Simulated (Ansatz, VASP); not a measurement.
**One calculation of BiHO2, two programs**

```xyz
8
Lattice="11.8900 0.0000 0.0000 0.0000 11.4600 0.0000 0.0000 0.0000 13.3800" Properties=species:S:1:pos:R:3 pbc="T T T"
Bi    5.0275    5.7575    8.3137
Bi    5.0275    5.7575    5.0631
O     5.6622    6.9640    6.6884
O     4.5000    4.5000    6.6884
O     6.8543    4.8946    8.8768
O     7.3893    4.6259    8.1143
H     6.8543    4.8946    4.5000
H     7.3893    4.6259    5.2625
```

Alike in both runs: task single point; functional PBE; k mesh 1 × 1 × 1; occupations gaussian, width 0.01 eV; no spin polarisation.

```csv
,VASP,Ansatz
version,VASP 6.6.1,Ansatz 0.2.0
potentials or method,"VASP PAW PBE potentials, release 64 (Bi_d, O, H), cutoff 520 eV","scalar-relativistic, plane waves, PAW"
valence electrons in the cell,56,56
```

VASP gave:

| Quantity | Value |
| --- | --- |
| gap on the k mesh at the Fermi level (eV) | 3.45 |
| rms of the force components (eV/Å) | 0.198 |

Which values does Ansatz return?

gap on the k mesh at the Fermi level (eV): 3.47; rms of the force components (eV/Å): 0.202.

Spin-orbit coupling is off throughout.
